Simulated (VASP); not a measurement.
# In2TeBr4 (Amm2) in VASP: single point with PBE

Aim: the single point of In2TeBr4 with PBE.

Everything below comes from runs of VASP 6.6.1. Logs are shortened: lines on timing, memory, paths and dates and some standing lists are left out, and cuts for length are marked.

## Step 1: The cell of the first run

The typed cell holds 7 atoms: a = 7.275 Å, b = 5.997 Å, c = 5.997 Å, α = 100.15°, β = 90.00°, γ = 90.00°.

The cell was generated, and may not be a known phase.

## Step 2: Single point, PBE

Contents of INCAR:

```
PREC = Accurate
ENCUT = 500
EDIFF = 1E-6
ISMEAR = 0
SIGMA = 0.15
LREAL = False
LASPH = True
NELM = 120
ALGO = Normal
ISIF = 2
LWAVE = False
LCHARG = True
GGA = PE
LELF = True
LVHAR = True
NBANDS = 39
GGA_COMPAT = False
```

Contents of KPOINTS:

```
Automatic mesh
0
Gamma
  2 2 2
```

Contents of POSCAR:

```
In2TeBr4
1.0
    7.2746014004      0.0000000000      0.0000000000
    0.0000000000      4.5993437217      3.8491415661
    0.0000000000     -4.5993437217      3.8491415661
In Te Br
2 1 4
Direct
    0.5000000000      0.0306275939      0.7204621388
    0.5000000000      0.7204621388      0.0306275939
    0.0000000000      0.8761254385      0.8761254385
    0.2462202415      0.3754833604      0.8756952390
    0.7537797585      0.8756952390      0.3754833604
    0.2462202415      0.8756952390      0.3754833604
    0.7537797585      0.3754833604      0.8756952390
```

Potentials or basis: VASP PAW PBE potentials, release 64 (In_d, Te, Br).

Launch:

```bash
$ cat potpaw_PBE.64/In_d/POTCAR potpaw_PBE.64/Te/POTCAR potpaw_PBE.64/Br/POTCAR > POTCAR
$ mpirun -np 1 vasp_std > vasp.out
```

OUTCAR:

```text
PREC = Accurate
   ENCUT = 500
   EDIFF = 1E-6
   ISMEAR = 0
   LREAL = False
   LASPH = True
   NELM = 120
   ISIF = 2
   GGA = PE

 ion  position               nearest neighbor table
   1  0.500  0.031  0.720-   4 2.81   7 2.81   6 2.81   5 2.81   2 2.85
   2  0.500  0.720  0.031-   5 2.81   6 2.81   4 2.81   7 2.81   1 2.85
   3  0.000  0.876  0.876-
   4  0.246  0.375  0.876-   1 2.81   2 2.81
   5  0.754  0.876  0.375-   2 2.81   1 2.81
   6  0.246  0.876  0.375-   2 2.81   1 2.81
   7  0.754  0.375  0.876-   1 2.81   2 2.81

  LATTYP: Found a base centered orthorhombic cell.
 ALAT       =     7.6982831322
 B/A-ratio  =     1.1949011598
 C/A-ratio  =     0.9449641271

  Lattice vectors:

 A1 = (   0.0000000000,   4.5993437217,   3.8491415661)
 A2 = (   0.0000000000,  -4.5993437217,   3.8491415661)
 A3 = (   7.2746014004,   0.0000000000,   0.0000000000)

Analysis of symmetry for initial positions (statically):
=====================================================================
 Subroutine PRICEL returns:
 Original cell was already a primitive cell.

 Routine SETGRP: Setting up the symmetry group for a
 base centered orthorhombic supercell.

 Subroutine GETGRP returns: Found  4 space group operations
 (whereof  4 operations were pure point group operations)
 out of a pool of  8 trial point group operations.

The static configuration has the point symmetry C_2v.

Analysis of symmetry for dynamics (positions and initial velocities):
=====================================================================
 Subroutine PRICEL returns:
 Original cell was already a primitive cell.

 Routine SETGRP: Setting up the symmetry group for a
 base centered orthorhombic supercell.

 Subroutine GETGRP returns: Found  4 space group operations
 (whereof  4 operations were pure point group operations)
 out of a pool of  8 trial point group operations.

The dynamic configuration has the point symmetry C_2v.

 Subroutine INISYM returns: Found  4 space group operations
 (whereof  4 operations are pure point group operations),
 and found     1 'primitive' translations

----------------------------------------------------------------------------------------

                                     Primitive cell

  volume of cell :     257.5722

  direct lattice vectors                    reciprocal lattice vectors
     7.274601400  0.000000000  0.000000000     0.137464576  0.000000000  0.000000000
     0.000000000  4.599343722  3.849141566     0.000000000  0.108711162  0.129899093
     0.000000000 -4.599343722  3.849141566     0.000000000 -0.108711162  0.129899093

  length of vectors
     7.274601400  5.997487263  5.997487263     0.137464576  0.169386809  0.169386809

  position of ions in fractional coordinates (direct lattice)
     0.500000000  0.030627594  0.720462139
     0.500000000  0.720462139  0.030627594
     0.000000000  0.876125438  0.876125438
     0.246220241  0.375483360  0.875695239
     0.753779759  0.875695239  0.375483360
     0.246220241  0.875695239  0.375483360
     0.753779759  0.375483360  0.875695239

  ion indices of the primitive-cell ions
   primitive index   ion index
                 1           1
                 2           2
                 3           3
                 4           4
                 5           5
                 6           6
                 7           7

----------------------------------------------------------------------------------------

 KPOINTS: Automatic mesh

Automatic generation of k-mesh.
 Grid dimensions read from file:
 generate k-points for:    2    2    2

 Generating k-lattice:

  Cartesian coordinates                     Fractional coordinates (reciprocal lattice)
     0.068732288  0.000000000  0.000000000     0.500000000  0.000000000  0.000000000
     0.000000000  0.054355581  0.064949547     0.000000000  0.500000000  0.000000000
     0.000000000 -0.054355581  0.064949547     0.000000000  0.000000000  0.500000000

  Length of vectors
     0.068732288  0.084693405  0.084693405

  Shift w.r.t. Gamma in fractional coordinates (k-lattice)
     0.000000000  0.000000000  0.000000000

 Subroutine IBZKPT returns following result:
 ===========================================

 Found      6 irreducible k-points:

 Following reciprocal coordinates:
            Coordinates               Weight
  0.000000  0.000000  0.000000      1.000000
  0.500000  0.000000  0.000000      1.000000
  0.000000  0.500000  0.000000      2.000000
  0.500000  0.500000  0.000000      2.000000
  0.000000  0.500000  0.500000      1.000000
  0.500000  0.500000  0.500000      1.000000
   k-points           NKPTS =      6   k-points in BZ     NKDIM =      6   number of bands    NBANDS=     39
   number of dos      NEDOS =    301   number of ions     NIONS =      7
   total plane-waves  NPLWV = 124416
   dimension x,y,z NGX =    54 NGY =   48 NGZ =   48
   dimension x,y,z NGXF=   108 NGYF=   96 NGZF=   96
   ions per type =               2   1   4
   NGX,Y,Z   is equivalent  to a cutoff of  12.34, 13.31, 13.31 a.u.
   NGXF,Y,Z  is equivalent  to a cutoff of  24.68, 26.61, 26.61 a.u.
 SYSTEM =  unknown system
   PREC   = accura    normal or accurate (medium, high low for compatibility)
   ISTART =      0    job   : 0-new  1-cont  2-samecut
   ICHARG =      2    charge: 1-file 2-atom 10-const
   ISPIN  =      1    spin polarized calculation?
   LNONCOLLINEAR =      F non collinear calculations
   LSORBIT =      F    spin-orbit coupling
   LASPH  =      T    aspherical Exc in radial PAW
   ENCUT  =  500.0 eV  36.75 Ry    6.06 a.u.  13.26 10.93 10.93*2*pi/ulx,y,z
   NELM   =    120;   NELMIN=  2; NELMDL= -5     # of ELM steps
   EDIFF  = 0.1E-05   stopping-criterion for ELM
   LREAL  =      F    real-space projection
[... 7 lines left out ...]
   TEBEG  =    0.0;   TEEND  =   0.0 temperature during run
   PSTRESS=    0.0 pullay stress
   NELECT =      60.0000    total number of electrons
   NUPDOWN=      -1.0000    fix difference up-down
   EMIN   =  10.00;   EMAX   =-10.00  energy-range for DOS
   EFERMI =   0.00;   METHOD = LEGACY
   ISMEAR =     0;   SIGMA  =   0.15  broadening in eV -4-tet -1-fermi 0-gaus
   EFERMI_NEDOS =   21; number of points for ismear=-14 and -15
   IALGO  =     38    algorithm
   IMIX   =      4    mixing-type and parameters
     AMIX     =   0.40;   BMIX     =  1.00
     AMIX_MAG =   1.60;   BMIX_MAG =  1.00
  volume/ion in A,a.u.               =      36.80       248.31
  Fermi-wavevector in a.u.,A,eV,Ry     =   1.007300  1.903521 13.805202  1.014654
  Thomas-Fermi vector in A             =   2.140097
   LORBIT       =      0    0 simple, 1 ext, 2 COOP (PROOUT), +10 PAW based schemes
   GGA     = PE    functional components
   LHFCALC =     F    Hartree Fock is set to
   AEXX    =    0.0000 exact exchange contribution
   IVDW    =     0    specifies the selected vdW correction
   LEPSILON=     F    determine dielectric tensor
   LRPA    =     F    only Hartree local field effects (RPA)
 non-spin polarized calculation
 Gauss-broadening in eV      SIGMA  =   0.15
  energy-cutoff  :      500.00
  volume of cell :      257.57
 maximum number of plane-waves:      6568
 NGX is ok and might be reduce to    54
   NGX = 27   NGY = 21   NGZ = 21

 number of electron      60.0000000 magnetization

 Free energy of the ion-electron system (eV)
  ---------------------------------------------------
  ext. energy  EPLUGINS =         0.00000000
  ---------------------------------------------------
  free energy    TOTEN  =       -17.19039775 eV

  energy without entropy =      -17.12223924  energy(sigma->0) =      -17.15631849

 E-fermi :   1.8198     XC(G=0):  -7.7492

 val. band max:        1.8004806801   @ k =   0.5000   0.5000   0.0000
 cond. band min:       1.8660103500   @ k =   0.5000   0.5000   0.5000
 fundamental gap:      0.0655296699
 Fermi energy:         1.8197868600

 k-point     1 :       0.0000    0.0000    0.0000
  band No.  band energies     occupation
      1     -13.5233      2.00000
      2     -13.3867      2.00000
      3     -13.2338      2.00000
      4     -13.1936      2.00000
      5     -12.8554      2.00000
      6     -12.7973      2.00000
[... 31 lines left out ...]
     38       7.4506      0.00000
     39       8.2072      0.00000

 k-point     2 :       0.5000    0.0000    0.0000
  band No.  band energies     occupation
      1     -13.4433      2.00000
      2     -13.4144      2.00000
      3     -13.3010      2.00000
      4     -13.1544      2.00000
      5     -12.8184      2.00000
      6     -12.7972      2.00000
[... 31 lines left out ...]
     38       7.8210      0.00000
     39       7.9769      0.00000

 k-point     3 :       0.0000    0.5000    0.0000
  band No.  band energies     occupation
      1     -13.3901      2.00000
      2     -13.3578      2.00000
      3     -13.3134      2.00000
      4     -13.3070      2.00000
      5     -12.9138      2.00000
      6     -12.7952      2.00000
[... 31 lines left out ...]
     38       7.3386      0.00000
     39       8.0882      0.00000

 k-point     4 :       0.5000    0.5000    0.0000
  band No.  band energies     occupation
      1     -13.3853      2.00000
      2     -13.3833      2.00000
      3     -13.3001      2.00000
      4     -13.2666      2.00000
      5     -12.8950      2.00000
      6     -12.7964      2.00000
[... 31 lines left out ...]
     38       8.1155      0.00000
     39       8.2968      0.00000

 k-point     5 :       0.0000    0.5000    0.5000
  band No.  band energies     occupation
      1     -13.4357      2.00000
      2     -13.4187      2.00000
      3     -13.2866      2.00000
      4     -13.1347      2.00000
      5     -12.9952      2.00000
      6     -12.8126      2.00000
[... 31 lines left out ...]
     38       7.2750      0.00000
     39       8.2164      0.00000

 k-point     6 :       0.5000    0.5000    0.5000
  band No.  band energies     occupation
      1     -13.4786      2.00000
      2     -13.3308      2.00000
      3     -13.2360      2.00000
      4     -13.2126      2.00000
      5     -12.9950      2.00000
      6     -12.8129      2.00000
[... 31 lines left out ...]
     38       7.7801      0.00000
     39       7.8587      0.00000

------------------------ aborting loop because EDIFF is reached ----------------------------------------

  FORCE on cell =-STRESS in cart. coord.  units (eV):
  Direction    XX          YY          ZZ          XY          YZ          ZX
  --------------------------------------------------------------------------------------
  -------------------------------------------------------------------------------------
  Total        0.1905867      0.9135171     -0.0423948      0.0000000      0.0000000      0.0000000
  in kB        1.1855072      5.6823544     -0.2637084      0.0000000      0.0000000      0.0000000
  external PRESSURE =       2.2013844 kB  Pullay stress =       0.0000000 kB

 VOLUME and BASIS-vectors are now :
 -----------------------------------------------------------------------------
  energy-cutoff  :      500.00
  volume of cell :      257.57
      direct lattice vectors                 reciprocal lattice vectors
     7.274601400  0.000000000  0.000000000     0.137464576  0.000000000  0.000000000
     0.000000000  4.599343722  3.849141566     0.000000000  0.108711162  0.129899093
     0.000000000 -4.599343722  3.849141566     0.000000000 -0.108711162  0.129899093

 POSITION                                       TOTAL-FORCE (eV/Angst)
 -----------------------------------------------------------------------------------
      3.63730     -3.17279      2.89105         0.000000     -0.038822     -0.001002
      3.63730      3.17279      2.89105         0.000000      0.038822     -0.001002
      0.00000      0.00000      6.74466         0.000000      0.000000     -0.005036
      1.79115     -2.30065      4.81596        -0.003232      0.000690      0.001760
      5.48345      2.30065      4.81596         0.003232     -0.000690      0.001760
      1.79115      2.30065      4.81596        -0.003232     -0.000690      0.001760
      5.48345     -2.30065      4.81596         0.003232      0.000690      0.001760
 -----------------------------------------------------------------------------------
    total drift:                                0.000000     -0.000000      0.000176

  FREE ENERGIE OF THE ION-ELECTRON SYSTEM (eV)
  ---------------------------------------------------
  free  energy   TOTEN  =       -17.1903977489 eV

  energy  without entropy=      -17.1222392383  energy(sigma->0) =      -17.15631849
```

It took 3.1 min on 1 thread of Intel Xeon 8259CL, shared host; peak memory 0.36 GiB.

Results:

```
Free energy            : -17.1904 eV
Pressure               : 0.2 GPa
Largest force          : 0.039 eV/Å
Band gap on the k mesh : zero (bands 30 and 31 overlap by 0.31 eV)
```

Forces on the atoms (eV/Å):
```
In   0.000 -0.039 -0.001
In   0.000  0.039 -0.001
Te   0.000  0.000 -0.005
Br  -0.003  0.001  0.002
Br   0.003 -0.001  0.002
Br  -0.003 -0.001  0.002
Br   0.003  0.001  0.002
```

Caveat: the k points lie up to 0.53 Å⁻¹ apart; semilocal functionals underestimate gaps, and a narrow one can read as zero; spin-orbit coupling is left out, which moves the levels of the heavy elements.

The gap in the log of VASP goes by the Fermi energy; the results here count the filled bands.